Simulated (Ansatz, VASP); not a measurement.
# Mg in VASP and in Ansatz

The input INCAR:

```
SYSTEM = Mg
  PREC = Accurate
  ENCUT = 520
  EDIFF = 1E-6
  ISMEAR = -1
  SIGMA = 0.08
  LREAL = .False.
  LASPH = .True.
  NELM = 60
  ALGO = Normal
  ISIF = 2
  LWAVE = .False.
  LCHARG = .False.
  GGA = CA
  NBANDS = 9
```

Contents of KPOINTS:

```
Automatic mesh
0
Gamma
  12 12 12
  0 0 0
```

File POSCAR:

```
Mg
1.0
    0.0000000000      2.9005745090      2.9005745090
    2.9005745090      0.0000000000      2.9005745090
    2.9005745090      2.9005745090      0.0000000000
Mg
2
Direct
   -0.1250000000     -0.1250000000     -0.1250000000
    0.1250000000      0.1250000000      0.1250000000
```

Input for Ansatz:

```yaml
crystal:
  lattice:
    - [0.0, 2.900574509, 2.900574509]
    - [2.900574509, 0.0, 2.900574509]
    - [2.900574509, 2.900574509, 0.0]
  atoms:
    - { symbol: Mg, position: [-0.125, -0.125, -0.125] }
    - { symbol: Mg, position: [0.125, 0.125, 0.125] }
kpoints:
  mp_grid: { grid: [12, 12, 12] }
scf:
  occupations: { method: fermi_dirac, width: 0.08 }
hamiltonian:
  xc: lda
  pseudopotentials: { kind: all_electron, lapw: { basis_error: 0.001 } }
output:
  forces: true
  stress: true
  eigenvalues: true
  populations: true
```

Change from the starting cell: volume scaled by 0.65, LAPW.

Alike in both runs: task single point; functional LDA; k mesh 12 × 12 × 12; occupations fermi-dirac, width 0.08 eV; no spin polarisation.

```csv
,VASP,Ansatz
version,VASP 6.6.1,Ansatz 0.2.0
potentials or method,"VASP PAW LDA potentials, release 64 (Mg), cutoff 520 eV","all-electron LAPW, scalar-relativistic"
```

```tsv
	VASP	Ansatz	Ansatz less VASP
pressure (GPa)	12.4	12.5	+0.09
```

LDA's correlation is that of Perdew and Zunger in VASP and of Perdew and Wang (1992) in Ansatz. Ansatz ran all-electron here, and VASP with PAW potentials.
